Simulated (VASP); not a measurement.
# Si (I4_1/amd) in VASP: further runs

Runs on Si. Level: PBE. Tasks: single point, relaxation of cell and atoms.

Program: VASP 6.6.1. These are calculated values, not measurements. Logs are shortened: lines on timing, memory, paths and dates and some standing lists are left out, and cuts for length are marked.

### Step 1. The cell of the first run

Symmetry: I4_1/amd, No. 141, tetragonal system. Conventional cell: a = 2.514 Å, b = 2.514 Å, c = 9.626 Å, α = 90.00°, β = 90.00°, γ = 90.00°. Within 3.3 Å of Si (site symmetry -4m2) lie 8 Si at 2.51 to 2.72 Å.

### Step 2. Single point, PBE

INCAR reads:

```
SYSTEM = Si
  PREC = Accurate
  ENCUT = 520
  EDIFF = 1E-6
  ISMEAR = 0
  SIGMA = 0.2
  LREAL = .False.
  LASPH = .True.
  NELM = 60
  ALGO = Normal
  ISIF = 2
  LWAVE = .False.
  LCHARG = .False.
  GGA = PE
  NBANDS = 26
```

KPOINTS reads:

```
Automatic mesh
0
Gamma
  4 4 4
  0 0 0
```

POSCAR reads:

```
Si
1.0
   -5.0285295790      0.0000000000      0.0000000000
    0.0000000000      5.0285295790      0.0000000000
    1.2571323948     -1.2571323948     -4.8130129339
Si
8
Direct
    0.6250000000      0.8750000000      0.5000000000
    0.6250000000      0.3750000000      0.5000000000
    0.1250000000      0.3750000000      0.5000000000
    0.1250000000      0.8750000000      0.5000000000
    0.7500000000      0.7500000000      0.0000000000
    0.7500000000      0.2500000000      0.0000000000
    0.2500000000      0.2500000000      0.0000000000
    0.2500000000      0.7500000000      0.0000000000
```

Potentials or basis: VASP PAW PBE potentials, release 64 (Si).

Run with:

```console
$ cat potpaw_PBE.64/Si/POTCAR > POTCAR
$ mpirun -np 1 vasp_std > vasp.out
```

OUTCAR:

```text
SYSTEM = Si
   PREC = Accurate
   ENCUT = 520
   EDIFF = 1E-6
   ISMEAR = 0
   LREAL = .False.
   LASPH = .True.
   NELM = 60
   ISIF = 2
   GGA = PE

 ion  position               nearest neighbor table
   1  0.625  0.875  0.500-   2 2.51   4 2.51   2 2.51   4 2.51   6 2.72   8 2.72   5 2.72   5 2.72

   2  0.625  0.375  0.500-   1 2.51   3 2.51   1 2.51   3 2.51   5 2.72   7 2.72   6 2.72   6 2.72

   3  0.125  0.375  0.500-   2 2.51   4 2.51   4 2.51   2 2.51   8 2.72   6 2.72   7 2.72   7 2.72

   4  0.125  0.875  0.500-   1 2.51   3 2.51   3 2.51   1 2.51   7 2.72   5 2.72   8 2.72   8 2.72

   5  0.750  0.750  0.000-   6 2.51   8 2.51   6 2.51   8 2.51   4 2.72   2 2.72   1 2.72   1 2.72

   6  0.750  0.250  0.000-   5 2.51   7 2.51   5 2.51   7 2.51   3 2.72   1 2.72   2 2.72   2 2.72

   7  0.250  0.250  0.000-   6 2.51   8 2.51   8 2.51   6 2.51   2 2.72   4 2.72   3 2.72   3 2.72

   8  0.250  0.750  0.000-   5 2.51   7 2.51   7 2.51   5 2.51   1 2.72   3 2.72   4 2.72   4 2.72

  LATTYP: Found a base centered monoclinic cell.
 ALAT       =     7.1114147294
 B/A-ratio  =     1.0000000000
 C/A-ratio  =     0.7214982031
 COS(beta)  =    -0.3465012095

  Lattice vectors:

 A1 = (  -5.0285295790,   0.0000000000,   0.0000000000)
 A2 = (   0.0000000000,   5.0285295790,   0.0000000000)
 A3 = (   1.2571323948,  -1.2571323948,  -4.8130129339)

Analysis of symmetry for initial positions (statically):
=====================================================================
 Subroutine PRICEL returns following result:

  LATTYP: Found a body centered tetragonal cell.
 ALAT       =     2.5142647895
 C/A-ratio  =     3.8285648783

  Lattice vectors:

 A1 = (  -1.2571323948,  -1.2571323947,   4.8130129339)
 A2 = (   1.2571323947,   1.2571323948,   4.8130129339)
 A3 = (  -1.2571323947,   1.2571323947,  -4.8130129339)

   4 primitive cells build up your supercell.

 Routine SETGRP: Setting up the symmetry group for a
 base centered monoclinic supercell.

 Subroutine GETGRP returns: Found  4 space group operations
 (whereof  2 operations were pure point group operations)
 out of a pool of  4 trial point group operations.

The static configuration has the point symmetry C_2 .
 The point group associated with its full space group is C_2h.

Analysis of symmetry for dynamics (positions and initial velocities):
=====================================================================
 Subroutine PRICEL returns following result:

  LATTYP: Found a body centered tetragonal cell.
 ALAT       =     2.5142647895
 C/A-ratio  =     3.8285648783

  Lattice vectors:

 A1 = (  -1.2571323948,  -1.2571323947,   4.8130129339)
 A2 = (   1.2571323947,   1.2571323948,   4.8130129339)
 A3 = (  -1.2571323947,   1.2571323947,  -4.8130129339)

   4 primitive cells build up your supercell.

 Routine SETGRP: Setting up the symmetry group for a
 base centered monoclinic supercell.

 Subroutine GETGRP returns: Found  4 space group operations
 (whereof  2 operations were pure point group operations)
 out of a pool of  4 trial point group operations.

The dynamic configuration has the point symmetry C_2 .
 The point group associated with its full space group is C_2h.

 Subroutine INISYM returns: Found  4 space group operations
 (whereof  2 operations are pure point group operations),
 and found     4 'primitive' translations

----------------------------------------------------------------------------------------

                                     Primitive cell

  volume of cell :      30.4256

  direct lattice vectors                    reciprocal lattice vectors
    -1.257132395 -1.257132395  4.813012934    -0.397730583  0.000000000  0.103885031
     1.257132395  1.257132395  4.813012934     0.000000000  0.397730583  0.103885031
    -1.257132395  1.257132395 -4.813012934    -0.397730583  0.397730583 -0.000000000

  length of vectors
     5.130872949  5.130872949  5.130872949     0.411073857  0.411073857  0.562475984

  position of ions in fractional coordinates (direct lattice)
     0.750000000  0.250000000  0.500000000
     0.500000000  0.500000000  0.000000000

  ion indices of the primitive-cell ions
   primitive index   ion index
                 1           1
                 2           5

----------------------------------------------------------------------------------------

 KPOINTS: Automatic mesh

Automatic generation of k-mesh.
 Grid dimensions read from file:
 generate k-points for:    4    4    4

 Generating k-lattice:

  Cartesian coordinates                     Fractional coordinates (reciprocal lattice)
    -0.049716323  0.000000000 -0.012985629     0.250000000  0.000000000  0.000000000
     0.000000000  0.049716323 -0.012985629     0.000000000  0.250000000  0.000000000
     0.000000000  0.000000000 -0.051942516     0.000000000  0.000000000  0.250000000

  Length of vectors
     0.051384232  0.051384232  0.051942516

  Shift w.r.t. Gamma in fractional coordinates (k-lattice)
     0.000000000  0.000000000  0.000000000

 Subroutine IBZKPT returns following result:
 ===========================================

 Found     24 irreducible k-points:

 Following reciprocal coordinates:
            Coordinates               Weight
  0.000000  0.000000  0.000000      1.000000
  0.250000  0.000000 -0.000000      4.000000
  0.500000  0.000000 -0.000000      2.000000
  0.250000  0.250000 -0.000000      2.000000
  0.500000  0.250000 -0.000000      4.000000
 -0.250000  0.250000  0.000000      2.000000
[... 16 lines left out ...]
 -0.250000  0.250000  0.500000      2.000000
  0.500000  0.500000  0.500000      1.000000
   k-points           NKPTS =     24   k-points in BZ     NKDIM =     24   number of bands    NBANDS=     26
   number of dos      NEDOS =    301   number of ions     NIONS =      8
   total plane-waves  NPLWV =  64000
   dimension x,y,z NGX =    40 NGY =   40 NGZ =   40
   dimension x,y,z NGXF=    80 NGYF=   80 NGZF=   80
   ions per type =               8
   NGX,Y,Z   is equivalent  to a cutoff of  13.22, 13.22, 12.96 a.u.
   NGXF,Y,Z  is equivalent  to a cutoff of  26.45, 26.45, 25.92 a.u.
 SYSTEM =  Si
   PREC   = accura    normal or accurate (medium, high low for compatibility)
   ISTART =      0    job   : 0-new  1-cont  2-samecut
   ICHARG =      2    charge: 1-file 2-atom 10-const
   ISPIN  =      1    spin polarized calculation?
   LNONCOLLINEAR =      F non collinear calculations
   LSORBIT =      F    spin-orbit coupling
   LASPH  =      T    aspherical Exc in radial PAW
   ENCUT  =  520.0 eV  38.22 Ry    6.18 a.u.   9.35  9.35  9.54*2*pi/ulx,y,z
   NELM   =     60;   NELMIN=  2; NELMDL= -5     # of ELM steps
   EDIFF  = 0.1E-05   stopping-criterion for ELM
   LREAL  =      F    real-space projection
   EDIFFG = 0.1E-04   stopping-criterion for IOM
   NSW    =      0    number of steps for IOM
   IBRION =     -1    ionic relax: 0-MD 1-quasi-New 2-CG
   NFREE  =      0    steps in history (QN), initial steepest desc. (CG)
   ISIF   =      2    stress and relaxation
   ISYM   =      2    0-nonsym 1-usesym 2-fastsym
   POTIM  = 0.5000    time-step for ionic-motion
   TEBEG  =    0.0;   TEEND  =   0.0 temperature during run
   PSTRESS=    0.0 pullay stress
   NELECT =      32.0000    total number of electrons
   NUPDOWN=      -1.0000    fix difference up-down
   EMIN   =  10.00;   EMAX   =-10.00  energy-range for DOS
   EFERMI =   0.00;   METHOD = LEGACY
   ISMEAR =     0;   SIGMA  =   0.20  broadening in eV -4-tet -1-fermi 0-gaus
   EFERMI_NEDOS =   21; number of points for ismear=-14 and -15
   IALGO  =     38    algorithm
   IMIX   =      4    mixing-type and parameters
     AMIX     =   0.40;   BMIX     =  1.00
     AMIX_MAG =   1.60;   BMIX_MAG =  1.00
  volume/ion in A,a.u.               =      15.21       102.66
  Fermi-wavevector in a.u.,A,eV,Ry     =   1.048798  1.981941 14.966096  1.099977
  Thomas-Fermi vector in A             =   2.183734
   LORBIT       =      0    0 simple, 1 ext, 2 COOP (PROOUT), +10 PAW based schemes
   GGA     = PE    functional components
   LHFCALC =     F    Hartree Fock is set to
   AEXX    =    0.0000 exact exchange contribution
   IVDW    =     0    specifies the selected vdW correction
   LEPSILON=     F    determine dielectric tensor
   LRPA    =     F    only Hartree local field effects (RPA)
 non-spin polarized calculation
 Gauss-broadening in eV      SIGMA  =   0.20
  energy-cutoff  :      520.00
  volume of cell :      121.70
 maximum number of plane-waves:      3301
 NGX is ok and might be reduce to    40

 number of electron      31.9999997 magnetization

 Free energy of the ion-electron system (eV)
  ---------------------------------------------------
  ext. energy  EPLUGINS =         0.00000000
  ---------------------------------------------------
  free energy    TOTEN  =       -40.09689932 eV

  energy without entropy =      -40.01818766  energy(sigma->0) =      -40.05754349

 E-fermi :   9.3164     XC(G=0): -10.9225

 val. band max:        9.3129009741   @ k =   0.5000   0.2500  -0.0000
 cond. band min:       9.3549704490   @ k =  -0.2500   0.5000   0.2500
 fundamental gap:      0.0420694749
 Fermi energy:         9.3163962240

 k-point     1 :       0.0000    0.0000    0.0000
  band No.  band energies     occupation
      1      -4.6117      2.00000
      2       0.7515      2.00000
      3       0.7515      2.00000
      4       0.7985      2.00000
      5       1.9199      2.00000
      6       1.9199      2.00000
[... 18 lines left out ...]
     25      13.0569      0.00000
     26      16.7342      0.00000

 k-point     2 :       0.2500    0.0000   -0.0000
  band No.  band energies     occupation
      1      -4.2331      2.00000
      2      -1.2628      2.00000
      3       0.8620      2.00000
      4       1.0912      2.00000
      5       2.3068      2.00000
      6       2.3992      2.00000
[... 18 lines left out ...]
     25      14.3331      0.00000
[... 608 lines left out ...]
     25      13.5672      0.00000
     26      13.5672      0.00000

 k-point    24 :       0.5000    0.5000    0.5000
  band No.  band energies     occupation
      1      -1.4190      2.00000
      2      -1.4190      2.00000
      3      -0.2850      2.00000
      4      -0.2850      2.00000
      5      -0.2850      2.00000
      6      -0.2850      2.00000
[... 18 lines left out ...]
     25      12.9234      0.00000
     26      12.9234      0.00000

------------------------ aborting loop because EDIFF is reached ----------------------------------------

  FORCE on cell =-STRESS in cart. coord.  units (eV):
  Direction    XX          YY          ZZ          XY          YZ          ZX
  --------------------------------------------------------------------------------------
  -------------------------------------------------------------------------------------
  Total        0.0145355      0.0145355     -1.4154629     -0.3710666      1.3397464     -1.3397464
  in kB        0.1913555      0.1913555    -18.6341691     -4.8849871     17.6373830    -17.6373828
  external PRESSURE =      -6.0838194 kB  Pullay stress =       0.0000000 kB

 VOLUME and BASIS-vectors are now :
 -----------------------------------------------------------------------------
  energy-cutoff  :      520.00
  volume of cell :      121.70
      direct lattice vectors                 reciprocal lattice vectors
    -5.028529579  0.000000000  0.000000000    -0.198865291  0.000000000 -0.051942516
     0.000000000  5.028529579  0.000000000     0.000000000  0.198865291 -0.051942516
     1.257132395 -1.257132395 -4.813012934     0.000000000  0.000000000 -0.207770063

 POSITION                                       TOTAL-FORCE (eV/Angst)
 -----------------------------------------------------------------------------------
     -2.51426      3.77140     -2.40651         0.001285      0.001285      0.000000
     -2.51426      1.25713     -2.40651         0.001285      0.001285      0.000000
      0.00000      1.25713     -2.40651         0.001285      0.001285      0.000000
      0.00000      3.77140     -2.40651         0.001285      0.001285      0.000000
     -3.77140      3.77140      0.00000        -0.001285     -0.001285     -0.000000
     -3.77140      1.25713      0.00000        -0.001285     -0.001285     -0.000000
     -1.25713      1.25713      0.00000        -0.001285     -0.001285     -0.000000
     -1.25713      3.77140      0.00000        -0.001285     -0.001285     -0.000000
 -----------------------------------------------------------------------------------
    total drift:                               -0.000000      0.000000     -0.000000

  FREE ENERGIE OF THE ION-ELECTRON SYSTEM (eV)
  ---------------------------------------------------
  free  energy   TOTEN  =       -40.0968993208 eV

  energy  without entropy=      -40.0181876606  energy(sigma->0) =      -40.05754349
```

Run time: 44 s. Hardware: 1 thread of Intel Xeon Platinum 8488C (Sapphire Rapids), shared host; peak memory 0.24 GiB.

Results:

```yaml
Free_energy: -40.0969 eV
Pressure: -0.6 GPa
Band_gap_on_the_k_mesh: zero (bands 16 and 17 overlap by 2.64 eV)
```

Stress tensor (GPa, compression positive):
```
 0.02 -0.49 -1.76
-0.49  0.02  1.76
-1.76  1.76 -1.86
```

### Step 3. Single point, PBE

This run uses another cell than the first one: it holds 2 atoms, not 8.

INCAR reads:

```
PREC     = Accurate       # precision mode
ENCUT    = 520            # plane-wave cutoff, eV
EDIFF    = 1E-6           # SCF threshold, eV
ISMEAR   = 0              # smearing method
SIGMA    = 0.1            # smearing width, eV
LREAL    = False          # projectors in reciprocal space
LASPH    = True           # aspherical terms in the spheres
NELM     = 100            # most SCF steps
ALGO     = Normal         # electronic algorithm
ISIF     = 2              # what is computed and relaxed
LWAVE    = False          # write WAVECAR
LCHARG   = False          # write CHGCAR
GGA      = PE             # functional
NBANDS   = 11             # bands
```

KPOINTS reads:

```
regular mesh
0
Gamma
  30 30 30
```

POSCAR reads:

```
Si
1.0
   -1.2571323948      1.2571323948      4.8130129339
    1.2571323948     -1.2571323948      4.8130129339
    1.2571323948      1.2571323948     -4.8130129339
Si
2
Direct
    0.2500000000      0.7500000000      0.5000000000
    0.5000000000      0.5000000000      0.0000000000
```

Potentials or basis: VASP PAW PBE potentials, release 64 (Si).

Run with:

```console
$ cat potpaw_PBE.64/Si/POTCAR > POTCAR
$ mpirun -np 1 vasp_std > vasp.out
```

OUTCAR:

```text
PREC = Accurate
   ENCUT = 520
   EDIFF = 1E-6
   ISMEAR = 0
   LREAL = False
   LASPH = True
   NELM = 100
   ISIF = 2
   GGA = PE

 ion  position               nearest neighbor table
   1  0.250  0.750  0.500-   2 2.72   2 2.72   2 2.72   2 2.72
   2  0.500  0.500  0.000-   1 2.72   1 2.72   1 2.72   1 2.72

  LATTYP: Found a body centered tetragonal cell.
 ALAT       =     2.5142647896
 C/A-ratio  =     3.8285648781

  Lattice vectors:

 A1 = (  -1.2571323948,   1.2571323948,   4.8130129339)
 A2 = (   1.2571323948,  -1.2571323948,   4.8130129339)
 A3 = (   1.2571323948,   1.2571323948,  -4.8130129339)

Analysis of symmetry for initial positions (statically):
=====================================================================
 Subroutine PRICEL returns:
 Original cell was already a primitive cell.

 Routine SETGRP: Setting up the symmetry group for a
 body centered tetragonal supercell.

 Subroutine GETGRP returns: Found 16 space group operations
 (whereof  8 operations were pure point group operations)
 out of a pool of 16 trial point group operations.

The static configuration has the point symmetry D_2d.
 The point group associated with its full space group is D_4h.
[... 174 lines left out ...]
      4      16.7349      0.00000
      5      17.4023      0.00000
      6      17.7669      0.00000
      7      17.7669      0.00000
      8      17.9145      0.00000
      9      17.9145      0.00000
     10      18.4781      0.00000
     11      18.6710      0.00000
[... 309 lines left out ...]
 k-point    24 :       0.2667    0.0333    0.0000
  band No.  band energies     occupation
      1      -2.8439      2.00000
      2       1.3215      2.00000
      3       5.1598      2.00000
      4       8.1937      2.00000
      5       9.8380      0.00000
      6      16.3676      0.00000
      7      17.8856      0.00000
      8      18.8504      0.00000
      9      19.5040      0.00000
     10      21.1369      0.00000
     11      22.1266      0.00000

 [... further k-points ...]

------------------------ aborting loop because EDIFF is reached ----------------------------------------

  FORCE on cell =-STRESS in cart. coord.  units (eV):
  Direction    XX          YY          ZZ          XY          YZ          ZX
  --------------------------------------------------------------------------------------
  -------------------------------------------------------------------------------------
  Total       -0.0102019     -0.0102019     -0.0074705      0.0000000      0.0000000      0.0000000
  in kB       -0.5372201     -0.5372201     -0.3933896      0.0000000      0.0000000      0.0000000
  external PRESSURE =      -0.4892766 kB  Pullay stress =       0.0000000 kB

 VOLUME and BASIS-vectors are now :
 -----------------------------------------------------------------------------
  energy-cutoff  :      520.00
  volume of cell :       30.43
      direct lattice vectors                 reciprocal lattice vectors
    -1.257132395  1.257132395  4.813012934     0.000000000  0.397730583  0.103885031
     1.257132395 -1.257132395  4.813012934     0.397730583  0.000000000  0.103885031
     1.257132395  1.257132395 -4.813012934     0.397730583  0.397730583  0.000000000

 POSITION                                       TOTAL-FORCE (eV/Angst)
 -----------------------------------------------------------------------------------
      1.25713      0.00000      2.40651         0.000000      0.000000     -0.000000
      0.00000      0.00000      4.81301        -0.000000     -0.000000      0.000000
 -----------------------------------------------------------------------------------
    total drift:                               -0.000000      0.000000      0.000000

  FREE ENERGIE OF THE ION-ELECTRON SYSTEM (eV)
  ---------------------------------------------------
  free  energy   TOTEN  =       -10.0649158929 eV

  energy  without entropy=      -10.0608030527  energy(sigma->0) =      -10.06285947
```

Wall time 17 min (1 thread of Intel Xeon Platinum 8488C (Sapphire Rapids), shared host); peak memory 0.66 GiB.

Results:

* Free energy: -10.0649 eV
* Pressure: 0.0 GPa
* Band gap on the k mesh: zero (bands 4 and 5 overlap by 10.28 eV)

(Continued in part 2 of 2.)

The gap in the log of VASP goes by the Fermi energy; the results here count the filled bands.